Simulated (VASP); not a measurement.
Input of a VASP 6.6.1 run:

Contents of INCAR:

```
  PREC = Accurate
  ENCUT = 600
  EDIFF = 1E-7
  ISMEAR = 0
  SIGMA = 0.02
  LREAL = F
  LASPH = T
  NELM = 100
  ALGO = Normal
  ISIF = 3
  LWAVE = F
  LCHARG = F
  GGA = PE
  IBRION = 2
  NSW = 70
  EDIFFG = -0.008
  PSTRESS = 600.0
```

File KPOINTS:

```
regular mesh
0
Gamma
  6 6 6
```

File POSCAR:

```
KMgF3
1.0
    3.6244652243      0.0000000000      0.0000000000
    0.0000000000      3.6244652243      0.0000000000
    0.0000000000      0.0000000000      3.6244652243
K Mg F
1 1 3
Direct
    0.5000000000      0.5000000000      0.5000000000
    0.0000000000      0.0000000000      0.0000000000
    0.0000000000      0.5000000000      0.0000000000
    0.0000000000      0.0000000000      0.5000000000
    0.5000000000      0.0000000000      0.0000000000
```

Potentials or basis: VASP PAW PBE potentials, release 64 (K_sv, Mg, F).

The run is started by

```sh
$ cat potpaw_PBE.64/K_sv/POTCAR potpaw_PBE.64/Mg/POTCAR potpaw_PBE.64/F/POTCAR > POTCAR
$ mpirun -np 1 vasp_std > vasp.out
```

(1) Predict the relaxed volume.

(2) What does it give for the band gap on the k mesh?

## Answers

(1) 9.08 Å³/atom.

(2) 10.39 eV, indirect (least direct gap 10.64 eV).

Caveat: the cell is relaxed towards a set pressure, so the enthalpy falls and the energy may rise.
